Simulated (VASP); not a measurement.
Crystal: Nb.

```
Nb
1.0
     2.94032    0.00000    0.00000
    -1.47016    2.54639    0.00000
     0.00000    0.00000    4.80154
Nb
2
Direct
  0.33333 0.66667 0.25000
  0.66667 0.33333 0.75000
```

This isn't the form of Nb at room conditions, which is bcc.

| Property | Result |
| --- | --- |
| Program | VASP 6.6.1 |
| Task | relaxation of cell and atoms |
| Functional | LDA |
| Potentials or basis | VASP PAW LDA potentials, release 64 (Nb_sv) |
| Cutoff | 600 eV |
| k mesh | 12 × 12 × 7 |
| Occupations | fermi-dirac, width 0.1 eV |
| Spin | no spin polarisation |

At the start: pressure -3.3 GPa; volume 17.98 Å³/atom.

Problem. How do energy, volume and symmetry change on relaxing?

Solution. Over 12 steps the energy falls by 64.9 meV/atom and the volume is 17.65 Å³/atom (-1.8 %); space group P6_3/mmc (No. 194, to 0.1 Å) before and after.

Step by step:
| step | energy change (eV) | largest force (eV/Å) | pressure (GPa) | volume (Å³) |
| --- | --- | --- | --- | --- |
| 1 | 0.0000 | 0.0000 | -3.30 | 35.95 |
| 2 | -0.0462 | 0.0000 | 6.92 | 34.03 |
| 3 | -0.0471 | 0.0000 | 5.75 | 34.23 |
| 4 | -0.0778 | 0.0000 | 6.15 | 34.15 |
| 5 | -0.0979 | 0.0000 | 7.67 | 33.95 |
| 6 | -0.1003 | 0.0000 | 7.23 | 34.00 |
| 7 | -0.1272 | 0.0000 | 2.03 | 34.92 |
| 8 | -0.1297 | 0.0000 | -0.07 | 35.32 |
| 9 | -0.1297 | 0.0000 | 0.05 | 35.30 |
| 10 | -0.1297 | 0.0000 | 0.06 | 35.30 |
| 11 | -0.1297 | 0.0000 | 0.06 | 35.30 |
| 12 | -0.1297 | 0.0000 | 0.06 | 35.30 |

Final structure:
```
Nb
1.0
     2.81119    0.00000    0.00000
    -1.40559    2.43456    0.00000
     0.00000    0.00000    5.15764
Nb
2
Direct
  0.33333 0.66667 0.25000
  0.66667 0.33333 0.75000
```
